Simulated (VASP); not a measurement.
# MgO (sol2) (R-3m) in VASP: a series of runs

MgO (sol2) is run at these levels: PBEsol; tasks: relaxation of the atoms.

All numbers are computed with VASP 6.6.1; they aren't measurements. Logs are shortened: lines on timing, memory, paths and dates and some standing lists are left out, and cuts for length are marked.

### 1 The cell of the first run

It takes space group R-3m (No. 166, trigonal). Conventional cell: a = 3.010 Å, b = 3.010 Å, c = 7.275 Å, α = 90.00°, β = 90.00°, γ = 120.00°. Within 2.8 Å of Mg (site symmetry -3m) lie 6 O at 2.12 Å. O (site symmetry -3m) has 6 Mg at 2.12 Å within 2.8 Å.

### 2 Relaxation of the atoms, PBEsol (strained cell)

INCAR

```
PREC = Accurate
ENCUT = 520
EDIFF = 1E-7
ISMEAR = 0
SIGMA = 0.02
LREAL = F
LASPH = T
NELM = 120
ALGO = Normal
ISIF = 2
LWAVE = F
LCHARG = F
GGA = PS
IBRION = 2
NSW = 60
EDIFFG = -0.002
GGA_COMPAT = F
NELMIN = 4
```

KPOINTS

```
regular mesh
0
Gamma
  9 9 9
```

POSCAR

```
MgO
1.0
   -0.0189064023      2.1095454559      2.1095454559
    2.1095454559     -0.0189064023      2.1095454559
    2.1095454559      2.1095454559     -0.0189064023
Mg O
1 1
Direct
    0.0000000000      0.0000000000      0.0000000000
    0.5000000000      0.5000000000      0.5000000000
```

Potentials or basis: VASP PAW PBE potentials, release 64 (Mg, O).

Run with:

```bash
$ cat potpaw_PBE.64/Mg/POTCAR potpaw_PBE.64/O/POTCAR > POTCAR
$ mpirun -np 1 vasp_std > vasp.out
```

OUTCAR:

```text
PREC = Accurate
   ENCUT = 520
   EDIFF = 1E-7
   ISMEAR = 0
   LREAL = F
   LASPH = T
   NELM = 120
   ISIF = 2
   GGA = PS
   IBRION = 2
   NSW = 60
   EDIFFG = -0.002
   NELMIN = 4

 ion  position               nearest neighbor table
   1  0.000  0.000  0.000-   2 2.12   2 2.12   2 2.12   2 2.12   2 2.12   2 2.12
   2  0.500  0.500  0.500-   1 2.12   1 2.12   1 2.12   1 2.12   1 2.12   1 2.12

  LATTYP: Found a trigonal (rhomboedric) cell.
 ALAT       =     2.9834077014
 COS(alpha) =     0.4910179690

  Lattice vectors:

 A1 = (  -0.0189064023,   2.1095454559,   2.1095454559)
 A2 = (   2.1095454559,  -0.0189064023,   2.1095454559)
 A3 = (   2.1095454559,   2.1095454559,  -0.0189064023)

Analysis of symmetry for initial positions (statically):
=====================================================================
 Subroutine PRICEL returns:
 Original cell was already a primitive cell.

 Routine SETGRP: Setting up the symmetry group for a
 trigonal (rhombohedral) supercell.

 Subroutine GETGRP returns: Found 12 space group operations
 (whereof 12 operations were pure point group operations)
 out of a pool of 12 trial point group operations.

The static configuration has the point symmetry D_3d.

Analysis of symmetry for dynamics (positions and initial velocities):
=====================================================================
 Subroutine PRICEL returns:
 Original cell was already a primitive cell.

 Routine SETGRP: Setting up the symmetry group for a
 trigonal (rhombohedral) supercell.

 Subroutine GETGRP returns: Found 12 space group operations
 (whereof 12 operations were pure point group operations)
 out of a pool of 12 trial point group operations.

The dynamic configuration has the point symmetry D_3d.

 Subroutine INISYM returns: Found 12 space group operations
 (whereof 12 operations are pure point group operations),
 and found     1 'primitive' translations

----------------------------------------------------------------------------------------

                                     Primitive cell

  volume of cell :      19.0281

  direct lattice vectors                    reciprocal lattice vectors
    -0.018906402  2.109545456  2.109545456    -0.233855107  0.235969943  0.235969943
     2.109545456 -0.018906402  2.109545456     0.235969943 -0.233855107  0.235969943
     2.109545456  2.109545456 -0.018906402     0.235969943  0.235969943 -0.233855107

  length of vectors
     2.983407701  2.983407701  2.983407701     0.407494587  0.407494587  0.407494587

  position of ions in fractional coordinates (direct lattice)
     0.000000000  0.000000000  0.000000000
     0.500000000  0.500000000  0.500000000

  ion indices of the primitive-cell ions
   primitive index   ion index
                 1           1
                 2           2

----------------------------------------------------------------------------------------

 KPOINTS: regular mesh

Automatic generation of k-mesh.
 Grid dimensions read from file:
 generate k-points for:    9    9    9

 Generating k-lattice:

  Cartesian coordinates                     Fractional coordinates (reciprocal lattice)
    -0.025983901  0.026218883  0.026218883     0.111111111  0.000000000  0.000000000
     0.026218883 -0.025983901  0.026218883     0.000000000  0.111111111  0.000000000
     0.026218883  0.026218883 -0.025983901     0.000000000  0.000000000  0.111111111

  Length of vectors
     0.045277176  0.045277176  0.045277176

  Shift w.r.t. Gamma in fractional coordinates (k-lattice)
     0.000000000  0.000000000  0.000000000

 Subroutine IBZKPT returns following result:
 ===========================================

 Found     85 irreducible k-points:

 Following reciprocal coordinates:
            Coordinates               Weight
  0.000000  0.000000  0.000000      1.000000
  0.111111 -0.000000 -0.000000      6.000000
  0.222222  0.000000 -0.000000      6.000000
  0.333333  0.000000  0.000000      6.000000
  0.444444  0.000000 -0.000000      6.000000
  0.111111  0.111111  0.000000      6.000000
[... 16 lines left out ...]
 -0.333333  0.333333  0.000000      6.000000
  0.444444  0.444444  0.000000      6.000000
 [... further k-points ...]
   k-points           NKPTS =     85   k-points in BZ     NKDIM =     85   number of bands    NBANDS=      8
   number of dos      NEDOS =    301   number of ions     NIONS =      2
   total plane-waves  NPLWV =  13824
   dimension x,y,z NGX =    24 NGY =   24 NGZ =   24
   dimension x,y,z NGXF=    48 NGYF=   48 NGZF=   48
   ions per type =               1   1
   NGX,Y,Z   is equivalent  to a cutoff of  13.37, 13.37, 13.37 a.u.
   NGXF,Y,Z  is equivalent  to a cutoff of  26.75, 26.75, 26.75 a.u.
 SYSTEM =  unknown system
   PREC   = accura    normal or accurate (medium, high low for compatibility)
   ISTART =      0    job   : 0-new  1-cont  2-samecut
   ICHARG =      2    charge: 1-file 2-atom 10-const
   ISPIN  =      1    spin polarized calculation?
   LNONCOLLINEAR =      F non collinear calculations
   LSORBIT =      F    spin-orbit coupling
   LASPH  =      T    aspherical Exc in radial PAW
   ENCUT  =  520.0 eV  38.22 Ry    6.18 a.u.   5.55  5.55  5.55*2*pi/ulx,y,z
   NELM   =    120;   NELMIN=  4; NELMDL= -5     # of ELM steps
   EDIFF  = 0.1E-06   stopping-criterion for ELM
   LREAL  =      F    real-space projection
   EDIFFG = -.2E-02   stopping-criterion for IOM
   NSW    =     60    number of steps for IOM
   IBRION =      2    ionic relax: 0-MD 1-quasi-New 2-CG
   NFREE  =      1    steps in history (QN), initial steepest desc. (CG)
   ISIF   =      2    stress and relaxation
   ISYM   =      2    0-nonsym 1-usesym 2-fastsym
   POTIM  = 0.5000    time-step for ionic-motion
   TEBEG  =    0.0;   TEEND  =   0.0 temperature during run
   PSTRESS=    0.0 pullay stress
   NELECT =       8.0000    total number of electrons
   NUPDOWN=      -1.0000    fix difference up-down
   EMIN   =  10.00;   EMAX   =-10.00  energy-range for DOS
   EFERMI =   0.00;   METHOD = LEGACY
   ISMEAR =     0;   SIGMA  =   0.02  broadening in eV -4-tet -1-fermi 0-gaus
   EFERMI_NEDOS =   21; number of points for ismear=-14 and -15
   IALGO  =     38    algorithm
   IMIX   =      4    mixing-type and parameters
     AMIX     =   0.40;   BMIX     =  1.00
     AMIX_MAG =   1.60;   BMIX_MAG =  1.00
  volume/ion in A,a.u.               =       9.51        64.20
  Fermi-wavevector in a.u.,A,eV,Ry     =   1.226421  2.317599 20.464629  1.504108
  Thomas-Fermi vector in A             =   2.361422
   LORBIT       =      0    0 simple, 1 ext, 2 COOP (PROOUT), +10 PAW based schemes
   GGA     = PS    functional components
   LHFCALC =     F    Hartree Fock is set to
   AEXX    =    0.0000 exact exchange contribution
   IVDW    =     0    specifies the selected vdW correction
   LEPSILON=     F    determine dielectric tensor
   LRPA    =     F    only Hartree local field effects (RPA)
 conjugate gradient relaxation of ions
 non-spin polarized calculation
 Gauss-broadening in eV      SIGMA  =   0.02
  energy-cutoff  :      520.00
  volume of cell :       19.03
 maximum number of plane-waves:       531
 NGX is ok and might be reduce to    24
   NGX = 11   NGY = 11   NGZ = 11

 number of electron       8.0000004 magnetization

 Free energy of the ion-electron system (eV)
  ---------------------------------------------------
  ext. energy  EPLUGINS =         0.00000000
  ---------------------------------------------------
  free energy    TOTEN  =       -12.50723030 eV

  energy without entropy =      -12.50723030  energy(sigma->0) =      -12.50723030

 E-fermi :   3.1865     XC(G=0): -11.2220

 val. band max:        2.9971271089   @ k =   0.0000   0.0000   0.0000
 cond. band min:       7.3878810761   @ k =   0.0000   0.0000   0.0000
 fundamental gap:      4.3907539672
 Fermi energy:         3.1865218616

 k-point     1 :       0.0000    0.0000    0.0000
  band No.  band energies     occupation
      1     -14.1802      2.00000
      2       2.8989      2.00000
      3       2.8989      2.00000
      4       2.9971      2.00000
      5       7.3879      0.00000
      6      18.3320      0.00000
      7      18.3320      0.00000
      8      18.7267      0.00000

 k-point     2 :       0.1111   -0.0000   -0.0000
  band No.  band energies     occupation
      1     -14.0530      2.00000
      2       2.1186      2.00000
      3       2.8199      2.00000
      4       2.9057      2.00000
      5       8.1484      0.00000
      6      16.9566      0.00000
      7      18.6228      0.00000
      8      18.9629      0.00000

 k-point     3 :       0.2222    0.0000   -0.0000
  band No.  band energies     occupation
      1     -13.7112      2.00000
      2       0.6249      2.00000
      3       2.6274      2.00000
      4       2.7071      2.00000
      5       9.4734      0.00000
      6      15.4238      0.00000
      7      19.1503      0.00000
      8      19.4181      0.00000

 k-point     4 :       0.3333    0.0000    0.0000
  band No.  band energies     occupation
      1     -13.2804      2.00000
      2      -0.7496      2.00000
      3       2.4203      2.00000
      4       2.4941      2.00000
      5      10.3454      0.00000
      6      14.9253      0.00000
      7      19.1583      0.00000
      8      19.3508      0.00000

 k-point     5 :       0.4444    0.0000   -0.0000
  band No.  band energies     occupation
      1     -12.9682      2.00000
      2      -1.5736      2.00000
      3       2.2910      2.00000
      4       2.3613      2.00000
      5      10.5759      0.00000
      6      15.1236      0.00000
      7      18.9353      0.00000
      8      19.1137      0.00000
[... 177 lines left out ...]
 k-point    22 :      -0.4444    0.3333    0.0000
  band No.  band energies     occupation
      1     -12.6734      2.00000
      2      -0.7412      2.00000
      3       0.5657      2.00000
      4       1.8319      2.00000
      5      12.7009      0.00000
      6      13.9984      0.00000
      7      15.3553      0.00000
      8      20.8007      0.00000

 k-point    23 :      -0.3333    0.3333    0.0000
  band No.  band energies     occupation
      1     -12.6923      2.00000
      2      -0.2975      2.00000
      3      -0.1312      2.00000
      4       1.9871      2.00000
      5      13.0093      0.00000
      6      14.8568      0.00000
      7      15.1018      0.00000
      8      20.4410      0.00000

 k-point    24 :       0.4444    0.4444    0.0000
  band No.  band energies     occupation
      1     -12.7019      2.00000
      2      -1.0685      2.00000
      3       1.5715      2.00000
      4       1.6784      2.00000
      5      11.9176      0.00000
      6      12.6072      0.00000
      7      15.7227      0.00000
      8      21.3179      0.00000

 [... further k-points ...]
[... 5 lines left out ...]
  --------------------------------------------------------------------------------------
  -------------------------------------------------------------------------------------
  Total       -0.3671106     -0.3671106     -0.3671106      0.1486148      0.1486148      0.1486148
  in kB      -30.9108882    -30.9108882    -30.9108882     12.5134390     12.5134390     12.5134390
  external PRESSURE =     -30.9108882 kB  Pullay stress =       0.0000000 kB

 VOLUME and BASIS-vectors are now :
 -----------------------------------------------------------------------------
  energy-cutoff  :      520.00
  volume of cell :       19.03
      direct lattice vectors                 reciprocal lattice vectors
    -0.018906402  2.109545456  2.109545456    -0.233855107  0.235969943  0.235969943
     2.109545456 -0.018906402  2.109545456     0.235969943 -0.233855107  0.235969943
     2.109545456  2.109545456 -0.018906402     0.235969943  0.235969943 -0.233855107

 POSITION                                       TOTAL-FORCE (eV/Angst)
 -----------------------------------------------------------------------------------
      0.00000      0.00000      0.00000         0.000000     -0.000000     -0.000000
      2.10009      2.10009      2.10009        -0.000000      0.000000      0.000000
 -----------------------------------------------------------------------------------
    total drift:                               -0.000000     -0.000000      0.000000

  FREE ENERGIE OF THE ION-ELECTRON SYSTEM (eV)
  ---------------------------------------------------
  free  energy   TOTEN  =       -12.5072302950 eV

  energy  without entropy=      -12.5072302950  energy(sigma->0) =      -12.50723030

 reached required accuracy - stopping structural energy minimisation
```

Wall time 21 s (1 thread of AMD EPYC 7R13, shared host); peak memory 0.12 GiB.

What came out:

* Free energy: -12.5072 eV
* Pressure after relaxing: -3.1 GPa
* Band gap on the k mesh: 4.39 eV, direct

Stress tensor (GPa, compression positive):
```
-3.09  1.25  1.25
 1.25 -3.09  1.25
 1.25  1.25 -3.09
```

Final structure:
```
Mg O
1.0
    -0.01891    2.10955    2.10955
     2.10955   -0.01891    2.10955
     2.10955    2.10955   -0.01891
Mg O
1 1
Direct
  0.00000 0.00000 0.00000
  0.50000 0.50000 0.50000
```

Caveat: the cell differs from its parent crystal (strained cell); the relaxation stopped at its first step, so nothing moved; the PAW data sets were made with another functional, which shifts forces and pressure a little.

### 3 Relaxation of the atoms, PBEsol (strained cell)

INCAR

```
PREC = Accurate ; ENCUT = 520
EDIFF = 1E-7 ; ISMEAR = 0
SIGMA = 0.02 ; LREAL = False
LASPH = True ; NELM = 120
ALGO = Normal ; ISIF = 2
LWAVE = False ; LCHARG = False
GGA = PS ; IBRION = 2
NSW = 60 ; EDIFFG = -0.002
GGA_COMPAT = False ; NELMIN = 4
```

KPOINTS

```
Automatic mesh
0
Gamma
  9 9 9
```

POSCAR

```
MgO
1.0
   -0.0145693080      2.1138825502      2.1138825502
    2.1138825502     -0.0145693080      2.1138825502
    2.1138825502      2.1138825502     -0.0145693080
Mg O
1 1
Direct
    0.0000000000      0.0000000000      0.0000000000
    0.5000000000      0.5000000000      0.5000000000
```

Potentials or basis: VASP PAW PBE potentials, release 64 (Mg, O).

Run with:

```bash
$ cat potpaw_PBE.64/Mg/POTCAR potpaw_PBE.64/O/POTCAR > POTCAR
$ mpirun -np 1 vasp_std > vasp.out
```

Wall time 24 s (1 thread of AMD EPYC 7R13, shared host); peak memory 0.12 GiB.

Results (log left out):

```yaml
Free_energy: -12.5069 eV
Pressure_after_relaxing: -3.5 GPa
Band_gap_on_the_k_mesh: 4.38 eV, direct
```

Stress tensor (GPa, compression positive):
```
-3.55  0.96  0.96
 0.96 -3.55  0.96
 0.96  0.96 -3.55
```

Final structure:
```
Mg O
1.0
    -0.01457    2.11388    2.11388
     2.11388   -0.01457    2.11388
     2.11388    2.11388   -0.01457
Mg O
1 1
Direct
  0.00000 0.00000 0.00000
  0.50000 0.50000 0.50000
```

Levels at points of the mesh, in eV from the valence-band top:
```csv
k point,band 2,band 3,band 4,band 5,band 6,band 7
"(0.00, 0.00, 0.00)",-0.08,-0.08,0.00,4.38,15.36,15.36
```

Caveat: the cell differs from its parent crystal (strained cell); the relaxation stopped at its first step, so nothing moved; the PAW data sets were made with another functional, which shifts forces and pressure a little.
